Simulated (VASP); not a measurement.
Wanted: the native input for a VASP 6.6.1 run.

* Task: single point
* Functional: PBEsol
* Potentials or basis: VASP PAW PBE potentials, release 64 (Sn_d, O)
* Cutoff: 520 eV
* k mesh: 6 × 6 × 8
* Occupations: gaussian, width 0.02 eV
* Spin: no spin polarisation
* Dipole correction: no
* Further INCAR settings: ALGO = Normal; EDIFF = 1e-06; NBANDS = 35

The structure of SnO2 lies in POSCAR:

```
SnO2
1.0
    4.7684401829      0.0000000000      0.0000000000
    0.0000000000      4.7684401829      0.0000000000
    0.0000000000      0.0000000000      3.2123956998
Sn O
2 4
Direct
    0.5000000000      0.5000000000      0.5000000000
    0.0000000000      0.0000000000      0.0000000000
    0.1937455605      0.8062544395      0.5000000000
    0.8062544395      0.1937455605      0.5000000000
    0.3062544395      0.3062544395      0.0000000000
    0.6937455605      0.6937455605      0.0000000000
```

The input as run:

INCAR

```
SYSTEM = SnO2
  ALGO = Normal
  EDIFF = 1E-6
  ENCUT = 520
  GGA = PS
  ISIF = 2
  ISMEAR = 0
  LASPH = .TRUE.
  LCHARG = .TRUE.
  LELF = .TRUE.
  LREAL = .FALSE.
  LVHAR = .TRUE.
  LWAVE = .FALSE.
  NBANDS = 35
  NELM = 80
  PREC = Accurate
  SIGMA = 0.02
```

KPOINTS

```
k-points
0
G
  6 6 8
  0 0 0
```

Potentials or basis: VASP PAW PBE potentials, release 64 (Sn_d, O).

Launch:

```bash
$ cat potpaw_PBE.64/Sn_d/POTCAR potpaw_PBE.64/O/POTCAR > POTCAR
$ mpirun -np 1 vasp_std > vasp.out
```

Results of the run:

| Property | Result |
| --- | --- |
| Pressure | 0.6 GPa |
| Largest force | 0.012 eV/Å |
| Band gap on the k mesh | 0.91 eV, direct |

Caveat: the PAW data sets were made with another functional, which shifts forces and pressure a little; spin-orbit coupling is left out, which moves the levels of the heavy elements.

Run time: 69 s on 1 thread of Intel(R) Xeon(R) Platinum 8375C CPU @ 2.90GHz (Ice Lake), on a shared host, peak memory 0.23 GiB.
